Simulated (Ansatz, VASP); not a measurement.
**One calculation of Ir, two programs**

```
CELL_PARAMETERS angstrom
0.00000 1.93796 1.93796
1.93796 0.00000 1.93796
1.93796 1.93796 0.00000
ATOMIC_POSITIONS crystal
Ir 0.00000 0.00000 0.00000
```

Alike in both runs: task single point; functional PBE; k mesh 8 × 8 × 8; occupations gaussian, width 0.05 eV; no spin polarisation.

|  | VASP | Ansatz |
| --- | --- | --- |
| version | VASP 6.6.1 | Ansatz 0.2.0 |
| potentials or method | VASP PAW PBE potentials, release 64 (Ir), cutoff 520 eV | scalar-relativistic, plane waves, PAW |
| valence electrons in the cell | 9 | 17 |

```tsv
	VASP	Ansatz	Ansatz less VASP
gap on the k mesh at the Fermi level (eV)	none	none	-
pressure (GPa)	0.4	-0.1	-0.47
```

A gap of «none» marks a metal or a gap that the smearing closes. The functional is the same, so the differences come from potentials, cutoffs and numerics. VASP's potentials hold 9 valence electrons a cell and Ansatz's 17, so a difference there can come from the potentials and not from the codes.

Spin-orbit coupling is off throughout.
